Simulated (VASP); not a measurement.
Runs of VASP 6.6.1 on Ca3SiS. The structure is that of space group Pm-3m (No. 221), or close to it. The cells are those of the table. 

```csv
task,cell,k mesh,gap on the mesh (eV),pressure (GPa),relaxed volume (Å³/atom)
relaxation of cell and atoms,"relaxed from a = 5.114 Å, 5 atoms",4 × 4 × 4,none,0.0,33.48
relaxation of cell and atoms,"relaxed from a = 5.505 Å, 5 atoms",8 × 8 × 8,none,0.0,(a)
single point,"a = 5.510 Å, 5 atoms",8 × 8 × 8,none,0.1,-
single point,"a = 5.505 Å, 5 atoms",4 × 4 × 4,none,0.1,-
```

Alike in all rows: level PBE; potentials or basis VASP PAW PBE potentials, release 64 (Ca_sv, Si, S); no spin polarisation; cutoff (eV) 500; smearing gaussian 0.1 eV.

Problem. Estimate the missing entries.

Solution. (a) 33.52.

Caveats: the volume moved by over 15 % at a fixed basis, so the end points are rough (some runs).

A gap of «none» marks levels without a gap at the run's occupations.
